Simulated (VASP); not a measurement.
# Mg32O32F (a cell with a defect) in VASP: single point with PBEsol

Aim: the single point of Mg32O32F (a cell with a defect) with PBEsol.

Program: VASP 6.6.1. These are calculated values, not measurements. Logs are shortened: lines on timing, memory, paths and dates and some standing lists are left out, and cuts for length are marked.

## Step 1: The cell of the first run

The cell holds a defect, 65 atoms: a = 8.429 Å, b = 8.429 Å, c = 8.429 Å, α = 90.00°, β = 90.00°, γ = 90.00°.

## Step 2: Single point, PBEsol

Input file INCAR:

```
ALGO = Normal
EDIFF = 1E-6
ENCUT = 520
GGA = PS
GGA_COMPAT = False
ISIF = 2
ISMEAR = -1
ISYM = -1
LASPH = True
LCHARG = True
LELF = True
LREAL = Auto
LVHAR = True
LWAVE = False
NBANDS = 170
NELECT = 264.0
NELM = 120
PREC = Accurate
SIGMA = 0.05
```

Input file KPOINTS:

```
explicit points
1
Reciprocal
  0.25000000   0.25000000   0.25000000 1
```

Input file POSCAR:

```
Mg32O32F
1.0
    8.4288080000      0.0000000000      0.0000000000
    0.0000000000      8.4288080000      0.0000000000
    0.0000000000      0.0000000000      8.4288080000
O Mg F
32 32 1
Direct
    0.2496410000      0.9956140000      0.9955010000
    0.2495090000      0.9993690000      0.5004370000
    0.2495140000      0.5005440000      0.9992570000
    0.2264190000      0.5235800000      0.5235210000
    0.7502250000      0.9998340000      0.9997100000
    0.7544030000      0.9956150000      0.5002410000
    0.7544130000      0.5003560000      0.9954960000
    0.7506410000      0.5005250000      0.5004030000
    0.9958810000      0.2493830000      0.9955000000
    0.9996340000      0.2492450000      0.5004330000
    0.0000960000      0.7499560000      0.9997060000
    0.9958910000      0.7541420000      0.5002400000
    0.5008060000      0.2492660000      0.9992610000
    0.5238440000      0.2261860000      0.5234900000
    0.5006150000      0.7541470000      0.9954980000
    0.5007710000      0.7503630000      0.5003980000
    0.9958740000      0.9956080000      0.2492680000
    0.0000810000      0.9998180000      0.7498430000
    0.9996340000      0.5005510000      0.2491340000
    0.9958710000      0.5003650000      0.7540360000
    0.5008090000      0.9993750000      0.2491370000
    0.5006290000      0.9956200000      0.7540400000
    0.5239020000      0.5236220000      0.2260450000
    0.5007860000      0.5005190000      0.7502610000
    0.2262740000      0.2260140000      0.2259250000
    0.2495110000      0.2492550000      0.7502070000
    0.2495300000      0.7503050000      0.2491520000
    0.2496430000      0.7541670000      0.7540430000
    0.7505820000      0.2492710000      0.2491560000
    0.7544320000      0.2493740000      0.7540420000
    0.7544320000      0.7541710000      0.2492610000
    0.7502070000      0.7499450000      0.7498200000
    0.0000390000      0.9997750000      0.9996530000
    0.9990830000      0.9988120000      0.4993420000
    0.9990750000      0.4994630000      0.9986960000
    0.9971130000      0.5029500000      0.5028440000
    0.4997280000      0.9988050000      0.9986920000
    0.5032120000      0.9968550000      0.5028400000
    0.5032190000      0.5029600000      0.9967400000
    0.5040920000      0.5038060000      0.5037010000
    0.2470730000      0.2468070000      0.9967190000
    0.2462940000      0.2460250000      0.5036280000
    0.2505730000      0.7509480000      0.9986870000
    0.2470430000      0.7528630000      0.5028540000
    0.7512210000      0.2503170000      0.9986750000
    0.7531410000      0.2467750000      0.5028510000
    0.7502720000      0.7500150000      0.9996430000
    0.7512320000      0.7509680000      0.4993200000
    0.2470780000      0.9968260000      0.2467050000
    0.2505570000      0.9987970000      0.7508280000
    0.2462530000      0.5037650000      0.2458820000
    0.2470490000      0.5029580000      0.7527840000
    0.7512110000      0.9988020000      0.2501800000
    0.7502770000      0.9997570000      0.7498980000
    0.7531660000      0.5029610000      0.2466760000
    0.7512290000      0.4994550000      0.7508490000
    0.9970880000      0.2468100000      0.2467060000
    0.9990700000      0.2503040000      0.7508300000
    0.9990620000      0.7509560000      0.2501720000
    0.0000250000      0.7500090000      0.7498910000
    0.5040400000      0.2460050000      0.2458810000
    0.5032150000      0.2467820000      0.7527830000
    0.5032240000      0.7528910000      0.2466670000
    0.4997170000      0.7509560000      0.7508360000
    0.3751640000      0.3749180000      0.3747260000
```

Potentials or basis: VASP PAW PBE potentials, release 64 (O, Mg, F).

Launch:

```bash
$ cat potpaw_PBE.64/O/POTCAR potpaw_PBE.64/Mg/POTCAR potpaw_PBE.64/F/POTCAR > POTCAR
$ mpirun -np 1 vasp_std > vasp.out
```

OUTCAR:

```text
EDIFF = 1E-6
   ENCUT = 520
   GGA = PS
   ISIF = 2
   ISMEAR = -1
   ISYM = -1
   LASPH = True
   LREAL = Auto
   NELECT = 264.0
   NELM = 120
   PREC = Accurate

 ion  position               nearest neighbor table
   1  0.250  0.996  0.996-  43 2.06  50 2.06  33 2.10  37 2.11  41 2.12  49 2.12
   2  0.250  0.999  0.500-  44 2.08  42 2.08  50 2.11  34 2.11  38 2.14  49 2.14
   3  0.250  0.501  0.999-  52 2.08  51 2.08  43 2.11  35 2.11  39 2.14  41 2.14
   4  0.226  0.524  0.524-  52 1.95  44 1.95  36 1.95  42 2.35  51 2.35  40 2.35
   5  0.750  1.000  1.000-  54 2.11  33 2.11  47 2.11  53 2.11  45 2.11  37 2.11
   6  0.754  0.996  0.500-  48 2.06  34 2.06  54 2.10  53 2.11  46 2.12  38 2.12
[... 66 lines left out ...]
  53  0.751  0.999  0.250-  31 2.06  17 2.06   6 2.11  21 2.11  29 2.11   5 2.11  57 2.94  63 2.94
                            61 2.95  59 2.95  48 2.96  34 2.96  47 2.98  33 2.98  46 2.98  38 2.98
  54  0.750  1.000  0.750-  30 2.10  22 2.10   6 2.10  18 2.11   5 2.11  32 2.11  46 2.94  62 2.94
                            38 2.95  45 2.98  58 2.98  37 2.98  64 2.98  34 2.98  48 2.98  47 2.98
  55  0.753  0.503  0.247-  23 1.95  19 2.08   7 2.12  31 2.12  29 2.14   8 2.14  35 2.94  59 2.94
                            47 2.94  63 2.98  39 2.98  57 2.98  36 2.98  45 2.98  48 2.98  61 3.02
  56  0.751  0.499  0.751-  20 2.06   7 2.06  30 2.11  24 2.11   8 2.11  32 2.11  36 2.94  39 2.94
                            40 2.95  35 2.95  45 2.96  58 2.96  60 2.98  47 2.98  46 2.98  62 2.98
  57  0.997  0.247  0.247-  25 1.95  29 2.08  17 2.12   9 2.12  10 2.14  19 2.14  53 2.94  45 2.94
                            33 2.94  41 2.98  49 2.98  55 2.98  46 2.98  34 2.98  35 2.98  51 3.02
  58  0.999  0.250  0.751-  30 2.06   9 2.06  20 2.11  10 2.11  26 2.11  18 2.11  41 2.94  46 2.94
                            42 2.95  45 2.95  56 2.96  35 2.96  54 2.98  33 2.98  36 2.98  52 2.98
  59  0.999  0.751  0.250-  31 2.06  17 2.06  12 2.11  19 2.11  11 2.11  27 2.11  49 2.94  55 2.94
                            51 2.95  53 2.95  48 2.96  34 2.96  47 2.98  33 2.98  44 2.98  36 2.98
  60  0.000  0.750  0.750-  28 2.10  20 2.10  12 2.10  18 2.11  11 2.11  32 2.11  44 2.94  52 2.94
                            36 2.95  50 2.98  43 2.98  56 2.98  35 2.98  34 2.98  48 2.98  54 2.98
  61  0.504  0.246  0.246-  65 1.88  29 2.08  13 2.08  21 2.08  14 2.35  23 2.35  25 2.35  53 2.95
                            45 2.95  37 2.95  46 3.02  55 3.02  39 3.02  38 3.02  41 3.02  49 3.02
  62  0.503  0.247  0.753-  14 1.95  13 2.08  22 2.12  30 2.12  26 2.14  24 2.14  37 2.94  45 2.94
                            54 2.94  46 2.98  38 2.98  41 2.98  39 2.98  50 2.98  56 2.98  42 3.02
  63  0.503  0.753  0.247-  23 1.95  21 2.08  15 2.12  31 2.12  27 2.14  16 2.14  37 2.94  53 2.94
                            47 2.94  39 2.98  55 2.98  49 2.98  38 2.98  43 2.98  48 2.98  51 3.02
  64  0.500  0.751  0.751-  15 2.06  22 2.06  28 2.11  24 2.11  16 2.11  32 2.11  38 2.94  39 2.94
                            40 2.95  37 2.95  43 2.96  50 2.96  54 2.98  47 2.98  44 2.98  52 2.98
  65  0.375  0.375  0.375-  51 1.88  61 1.88  42 1.88  40 1.88

IMPORTANT INFORMATION: All symmetrisations will be switched off!
NOSYMM: (Re-)initialisation of all symmetry stuff for point group C_1.

----------------------------------------------------------------------------------------

                                     Primitive cell

  volume of cell :     598.8230

  direct lattice vectors                    reciprocal lattice vectors
     8.428808000  0.000000000  0.000000000     0.118640738  0.000000000  0.000000000
     0.000000000  8.428808000  0.000000000     0.000000000  0.118640738  0.000000000
     0.000000000  0.000000000  8.428808000     0.000000000  0.000000000  0.118640738

  length of vectors
     8.428808000  8.428808000  8.428808000     0.118640738  0.118640738  0.118640738

  position of ions in fractional coordinates (direct lattice)
     0.249641000  0.995614000  0.995501000
     0.249509000  0.999369000  0.500437000
     0.249514000  0.500544000  0.999257000
     0.226419000  0.523580000  0.523521000
     0.750225000  0.999834000  0.999710000
     0.754403000  0.995615000  0.500241000
[... 57 lines left out ...]
     0.499717000  0.750956000  0.750836000
     0.375164000  0.374918000  0.374726000

  ion indices of the primitive-cell ions
   primitive index   ion index
                 1           1
                 2           2
                 3           3
                 4           4
                 5           5
                 6           6
[... 57 lines left out ...]
                64          64
                65          65

----------------------------------------------------------------------------------------

 KPOINTS: explicit points

Read explicit list of k-points.

 Found      1 k-points:

 Following reciprocal coordinates:
            Coordinates               Weight
  0.250000  0.250000  0.250000      1.000000
   k-points           NKPTS =      1   k-points in BZ     NKDIM =      1   number of bands    NBANDS=    170
   number of dos      NEDOS =    301   number of ions     NIONS =     65
   total plane-waves  NPLWV = 262144
   dimension x,y,z NGX =    64 NGY =   64 NGZ =   64
   dimension x,y,z NGXF=   128 NGYF=  128 NGZF=  128
   ions per type =              32  32   1
   NGX,Y,Z   is equivalent  to a cutoff of  12.62, 12.62, 12.62 a.u.
   NGXF,Y,Z  is equivalent  to a cutoff of  25.25, 25.25, 25.25 a.u.
 SYSTEM =  unknown system
   PREC   = accura    normal or accurate (medium, high low for compatibility)
   ISTART =      0    job   : 0-new  1-cont  2-samecut
   ICHARG =      2    charge: 1-file 2-atom 10-const
   ISPIN  =      1    spin polarized calculation?
   LNONCOLLINEAR =      F non collinear calculations
   LSORBIT =      F    spin-orbit coupling
   LASPH  =      T    aspherical Exc in radial PAW
   ENCUT  =  520.0 eV  38.22 Ry    6.18 a.u.  15.67 15.67 15.67*2*pi/ulx,y,z
   NELM   =    120;   NELMIN=  2; NELMDL= -5     # of ELM steps
   EDIFF  = 0.1E-05   stopping-criterion for ELM
   LREAL  =      T    real-space projection
   EDIFFG = 0.1E-04   stopping-criterion for IOM
   NSW    =      0    number of steps for IOM
   IBRION =     -1    ionic relax: 0-MD 1-quasi-New 2-CG
   NFREE  =      0    steps in history (QN), initial steepest desc. (CG)
   ISIF   =      2    stress and relaxation
   ISYM   =     -1    0-nonsym 1-usesym 2-fastsym
   POTIM  = 0.5000    time-step for ionic-motion
   TEBEG  =    0.0;   TEEND  =   0.0 temperature during run
   PSTRESS=    0.0 pullay stress
   NELECT =     264.0000    total number of electrons
   NUPDOWN=      -1.0000    fix difference up-down
   EMIN   =  10.00;   EMAX   =-10.00  energy-range for DOS
   EFERMI =   0.00;   METHOD = LEGACY
   ISMEAR =    -1;   SIGMA  =   0.05  broadening in eV -4-tet -1-fermi 0-gaus
   EFERMI_NEDOS =   21; number of points for ismear=-14 and -15
   IALGO  =     38    algorithm
   IMIX   =      4    mixing-type and parameters
     AMIX     =   0.40;   BMIX     =  1.00
     AMIX_MAG =   1.60;   BMIX_MAG =  1.00
  volume/ion in A,a.u.               =       9.21        62.17
  Fermi-wavevector in a.u.,A,eV,Ry     =   1.245977  2.354555 21.122478  1.552458
  Thomas-Fermi vector in A             =   2.380175
   LORBIT       =      0    0 simple, 1 ext, 2 COOP (PROOUT), +10 PAW based schemes
   GGA     = PS    functional components
   LHFCALC =     F    Hartree Fock is set to
   AEXX    =    0.0000 exact exchange contribution
   IVDW    =     0    specifies the selected vdW correction
   LEPSILON=     F    determine dielectric tensor
   LRPA    =     F    only Hartree local field effects (RPA)
 non-spin polarized calculation
  energy-cutoff  :      520.00
  volume of cell :      598.82
 maximum number of plane-waves:     16125
 NGX is ok and might be reduce to    64
   NGX = 31   NGY = 31   NGZ = 31

 number of electron     263.9999942 magnetization

 Free energy of the ion-electron system (eV)
  ---------------------------------------------------
  ext. energy  EPLUGINS =         0.00000000
  ---------------------------------------------------
  free energy    TOTEN  =      -395.75939559 eV

  energy without entropy =     -395.75939559  energy(sigma->0) =     -395.75939559

 E-fermi :   5.1353     XC(G=0): -11.3849

 val. band max:        3.8014692055   @ k =   0.2500   0.2500   0.2500
 cond. band min:       8.7300455734   @ k =   0.2500   0.2500   0.2500
 fundamental gap:      4.9285763679
 Fermi energy:         5.1352981117

 k-point     1 :       0.2500    0.2500    0.2500
  band No.  band energies     occupation
      1     -19.5937      2.00000
      2     -13.9496      2.00000
      3     -13.5933      2.00000
      4     -13.5932      2.00000
      5     -13.5004      2.00000
      6     -13.2772      2.00000
[... 136 lines left out ...]
    143      11.7422      0.00000
    144      12.0930      0.00000
 [bands above 144 left out]

------------------------ aborting loop because EDIFF is reached ----------------------------------------

  FORCE on cell =-STRESS in cart. coord.  units (eV):
  Direction    XX          YY          ZZ          XY          YZ          ZX
  --------------------------------------------------------------------------------------
  -------------------------------------------------------------------------------------
  Total       24.0849181     24.0781936     24.0847438     -0.6498526     -0.6555908     -0.6554377
  in kB       64.4402583     64.4222666     64.4397920     -1.7387092     -1.7540622     -1.7536523
  external PRESSURE =      64.4341056 kB  Pullay stress =       0.0000000 kB

 VOLUME and BASIS-vectors are now :
 -----------------------------------------------------------------------------
  energy-cutoff  :      520.00
  volume of cell :      598.82
      direct lattice vectors                 reciprocal lattice vectors
     8.428808000  0.000000000  0.000000000     0.118640738  0.000000000  0.000000000
     0.000000000  8.428808000  0.000000000     0.000000000  0.118640738  0.000000000
     0.000000000  0.000000000  8.428808000     0.000000000  0.000000000  0.118640738

 POSITION                                       TOTAL-FORCE (eV/Angst)
 -----------------------------------------------------------------------------------
      2.10418      8.39184      8.39089         0.002401      0.002127      0.002287
      2.10306      8.42349      4.21809        -0.004038     -0.012871      0.004633
      2.10311      4.21899      8.42255        -0.004124      0.005382     -0.011705
      1.90844      4.41316      4.41266         0.012779     -0.009894     -0.011404
      6.32350      8.42741      8.42636        -0.002470      0.002139      0.002560
      6.35872      8.39185      4.21644        -0.002261      0.002138     -0.001933
[... 57 lines left out ...]
      4.21202      6.32966      6.32865        -0.002626      0.003707      0.003051
      3.16219      3.16011      3.15849         0.005602      0.003448      0.003123
 -----------------------------------------------------------------------------------
    total drift:                               -0.003526      0.003110      0.013338

  FREE ENERGIE OF THE ION-ELECTRON SYSTEM (eV)
  ---------------------------------------------------
  free  energy   TOTEN  =      -395.7593955917 eV

  energy  without entropy=     -395.7593955917  energy(sigma->0) =     -395.75939559
```

Run time: 8.1 min. Hardware: 1 thread of Intel Xeon 8259CL, shared host; peak memory 0.59 GiB.

What came out:

```
Free energy   : -395.7594 eV
Largest force : 0.030 eV/Å
```

Forces in eV/Å, atoms in the order of the input:
```
O    0.002  0.002  0.002
O   -0.004 -0.013  0.005
O   -0.004  0.005 -0.012
O    0.013 -0.010 -0.011
O   -0.002  0.002  0.003
O   -0.002  0.002 -0.002
O   -0.002 -0.002  0.002
O    0.011  0.004  0.004
O    0.002  0.003  0.003
O   -0.010 -0.006  0.004
O    0.001 -0.001  0.005
O    0.001 -0.002 -0.002
O    0.005 -0.005 -0.011
O   -0.011  0.012 -0.009
O   -0.002 -0.001  0.002
O    0.008  0.009  0.004
O    0.002  0.003  0.001
O    0.002  0.004  0.000
O   -0.010  0.004 -0.006
O    0.003 -0.003 -0.001
O    0.005 -0.011 -0.004
O   -0.003  0.002 -0.002
O   -0.012 -0.009  0.014
O    0.006  0.003  0.008
O    0.006  0.007  0.007
O   -0.002 -0.006  0.009
O   -0.003  0.009 -0.008
O    0.003 -0.003 -0.001
O    0.009 -0.005 -0.005
O   -0.004  0.003 -0.001
O   -0.002 -0.002  0.002
O   -0.004 -0.001  0.000
Mg   0.003  0.003  0.003
Mg  -0.003 -0.002 -0.001
Mg  -0.002 -0.001 -0.003
Mg   0.002  0.001  0.001
Mg  -0.002 -0.001 -0.002
Mg   0.002  0.003  0.001
Mg   0.002  0.001  0.002
Mg  -0.018 -0.017 -0.018
Mg  -0.001 -0.002  0.006
Mg   0.011  0.012 -0.013
Mg   0.001  0.003 -0.003
Mg  -0.001 -0.001  0.001
Mg   0.002  0.001 -0.002
Mg  -0.001 -0.002  0.002
Mg  -0.002 -0.003  0.002
Mg   0.002  0.002 -0.001
Mg  -0.002  0.006 -0.002
Mg   0.002 -0.003  0.002
Mg   0.012 -0.014  0.012
Mg  -0.002  0.002 -0.002
Mg   0.003 -0.002  0.002
Mg  -0.002  0.003 -0.003
Mg  -0.003  0.002 -0.003
Mg   0.002 -0.002  0.002
Mg   0.007 -0.002 -0.002
Mg  -0.003  0.002  0.003
Mg  -0.003  0.003  0.003
Mg   0.002 -0.002 -0.002
Mg  -0.014  0.013  0.012
Mg   0.003 -0.002 -0.003
Mg   0.002 -0.003 -0.002
Mg  -0.003  0.004  0.003
F    0.006  0.003  0.003
```

Levels at points of the mesh, in eV from the Fermi level:
```
           k point  band 128  band 129  band 130  band 131  band 132  band 133  band 134  band 135  band 136  band 137
(0.25, 0.25, 0.25)     -2.04     -2.04     -1.45     -1.34     -1.33      3.59      5.13      5.13      5.21      5.69
```

Caveat: the cell carries a net charge on a neutralising background, which shifts energy and pressure; the cell is charged against a uniform background, so pressure and absolute levels hang on convention; the PAW data sets were made with another functional, which shifts forces and pressure a little.
